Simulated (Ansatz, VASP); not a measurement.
# One calculation of CsBi3, two programs

Contents of INCAR:

```
  ALGO = Fast
  EDIFF = 1E-6
  EDIFFG = -0.01
  ENCUT = 600
  GGA = PE
  IBRION = 2
  ISIF = 3
  ISMEAR = 0
  LASPH = T
  LCHARG = F
  LREAL = F
  LWAVE = F
  NELM = 80
  NSW = 100
  PREC = Accurate
  SIGMA = 0.1
```

The input KPOINTS:

```
k-points
0
Gamma
  10 10 10
```

File POSCAR:

```
CsBi3
1.0
    5.1251689288      0.0000000000      0.0000000000
    0.0000000000      5.1251689288      0.0000000000
    0.0000000000      0.0000000000      5.1251689288
Cs Bi
1 3
Direct
    0.0000000000      0.0000000000      0.0000000000
    0.0000000000      0.5000000000      0.5000000000
    0.5000000000      0.0000000000      0.5000000000
    0.5000000000      0.5000000000      0.0000000000
```

Input for Ansatz:

```yaml
crystal:
  lattice:
    - [5.1251689288, 0.0, 0.0]
    - [0.0, 5.1251689288, 0.0]
    - [0.0, 0.0, 5.1251689288]
  atoms:
    - { symbol: Cs, position: [0.0, 0.0, 0.0] }
    - { symbol: Bi, position: [0.0, 0.5, 0.5] }
    - { symbol: Bi, position: [0.5, 0.0, 0.5] }
    - { symbol: Bi, position: [0.5, 0.5, 0.0] }
basis:
  ecutwfc: 420
kpoints:
  mp_grid: { grid: [10, 10, 10] }
hamiltonian:
  xc: pbe
scf:
  occupations: { method: gaussian, width: 0.1 }
output:
  forces: true
  stress: true
  eigenvalues: true
relax:
  adjacent_minimum: "off"
  f_tol: 0.01
  max_steps: 80
  cell: { stress_tol: 0.05 }
```

Alike in both runs: task relaxation of cell and atoms; functional PBE; k mesh 10 × 10 × 10; occupations gaussian, width 0.1 eV; no spin polarisation.

```csv
,VASP,Ansatz
version,VASP 6.6.1,Ansatz 0.2.0
potentials or method,"VASP PAW PBE potentials, release 64 (Cs_sv, Bi_d), cutoff 600 eV","scalar-relativistic, plane waves, PAW"
valence electrons in the cell,54,54
```

```csv
,VASP,Ansatz,Ansatz less VASP
"gap on the k mesh at the Fermi level, each at its own relaxed structure (eV)",none,none,-
relaxed volume (Å³/atom),36.10,36.10,-0.004
relaxed cell length with the largest relative difference (Å),5.246,5.246,-0.0002
```

A gap of «none» marks a metal or a gap that the smearing closes.

Neither program's run includes spin-orbit coupling.
